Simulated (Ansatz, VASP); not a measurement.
Nb in VASP and in Ansatz

Contents of INCAR:

```
ALGO     = Normal         # electronic algorithm
EDIFF    = 1E-7           # SCF threshold, eV
ENCUT    = 520            # plane-wave cutoff, eV
GGA      = CA             # functional
ISIF     = 2              # what is computed and relaxed
ISMEAR   = 0              # smearing method
LASPH    = True           # aspherical terms in the spheres
LCHARG   = False          # write CHGCAR
LREAL    = False          # projectors in reciprocal space
LWAVE    = False          # write WAVECAR
NBANDS   = 12             # bands
NELM     = 100            # most SCF steps
PREC     = Accurate       # precision mode
SIGMA    = 0.05           # smearing width, eV
```

KPOINTS

```
k-points
0
Gamma
  18 18 18
```

POSCAR

```
Nb
1.0
   -1.6186715907      1.6186715907      1.6186715907
    1.6186715907     -1.6186715907      1.6186715907
    1.6186715907      1.6186715907     -1.6186715907
Nb
1
Direct
    0.0000000000      0.0000000000      0.0000000000
```

Input for Ansatz:

```yaml
crystal:
  lattice:
    - [-1.6186715907, 1.6186715907, 1.6186715907]
    - [1.6186715907, -1.6186715907, 1.6186715907]
    - [1.6186715907, 1.6186715907, -1.6186715907]
  atoms:
    - { symbol: Nb, position: [0.0, 0.0, 0.0] }
basis:
  ecutwfc: 600
  ecutrho_ratio: 5
kpoints:
  mp_grid: { grid: [18, 18, 18] }
hamiltonian:
  xc: lda
scf:
  occupations: { method: gaussian, width: 0.05 }
output:
  forces: true
  stress: true
  eigenvalues: true
```

Alike in both runs: task single point; functional LDA; k mesh 18 × 18 × 18; occupations gaussian, width 0.05 eV; no spin polarisation.

|  | VASP | Ansatz |
| --- | --- | --- |
| version | VASP 6.6.1 | Ansatz 0.2.0 |
| potentials or method | VASP PAW LDA potentials, release 64 (Nb_sv), cutoff 520 eV | scalar-relativistic, plane waves, PAW |
| valence electrons in the cell | 13 | 13 |

VASP gave:

- pressure (GPa): 1.7

**Question.** Estimate Ansatz's values.

**Answer.** Pressure (GPa): 1.8.

LDA's correlation is that of Perdew and Zunger in VASP and of Perdew and Wang (1992) in Ansatz.
